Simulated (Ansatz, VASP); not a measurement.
## Two plane-wave programs on BMoW3

```xyz
5
Lattice="4.2003 0.0000 0.0000 0.0000 4.2003 0.0000 0.0000 0.0000 4.2003" Properties=species:S:1:pos:R:3 pbc="T T T"
B     2.1001    2.1001    2.1001
Mo    0.0000    0.0000    0.0000
W     2.1001    0.0000    2.1001
W     0.0000    2.1001    2.1001
W     2.1001    2.1001    0.0000
```

Change from the starting cell: species swapped into the Yb3PbO type (Pm-3m, No. 221).

Alike in both runs: functional PBE; k mesh 10 × 10 × 10; occupations gaussian, width 0.1 eV; no spin polarisation.

Ansatz relaxed the structure, and its values are those at the end. VASP's run is a single point on that final structure, the one shown.

|  | VASP | Ansatz |
| --- | --- | --- |
| version | VASP 6.6.1 | Ansatz 0.2.0 |
| potentials or method | VASP PAW PBE potentials, release 64 (B, Mo_sv, W_sv), cutoff 520 eV | scalar-relativistic, plane waves, PAW |
| valence electrons in the cell | 59 | 59 |

|  | VASP | Ansatz | Ansatz less VASP |
| --- | --- | --- | --- |
| gap on the k mesh at the Fermi level (eV) | none | none | - |
| pressure (GPa) | 0.4 | 0.0 | -0.41 |

A gap of «none» marks a metal or a gap that the smearing closes. The functional is the same, so the differences come from potentials, cutoffs and numerics.

Spin-orbit coupling is off throughout.
